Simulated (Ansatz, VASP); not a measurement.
One calculation of TiH3, two programs

```
Ti H
1.0
     3.16550    0.00000    0.00000
    -1.58275    2.74140    0.00000
     0.00000    0.00000    5.58508
Ti H
2 6
Direct
  0.33333 0.66667 0.25000
  0.66667 0.33333 0.75000
  0.33333 0.66667 0.59397
  0.33333 0.66667 0.90603
  0.66667 0.33333 0.40603
  0.66667 0.33333 0.09397
  0.00000 0.00000 0.25000
  0.00000 0.00000 0.75000
```

Alike in both runs: task single point; functional PBE; k mesh 6 × 6 × 4; occupations gaussian, width 0.2 eV; no spin polarisation.

|  | VASP | Ansatz |
| --- | --- | --- |
| version | VASP 6.6.1 | Ansatz 0.2.0 |
| potentials or method | VASP PAW PBE potentials, release 64 (Ti_sv, H), cutoff 520 eV | scalar-relativistic, plane waves, PAW |
| valence electrons in the cell | 30 | 30 |

Ansatz gave:

| Property | Result |
| --- | --- |
| gap on the k mesh at the Fermi level (eV) | none |
| pressure (GPa) | 0.1 |

Question: Estimate VASP's values.

Answer: gap on the k mesh at the Fermi level (eV): none; pressure (GPa): 0.0.

A gap of «none» marks a metal or a gap that the smearing closes.

The k mesh is coarse, so the values compare programs but aren't converged.
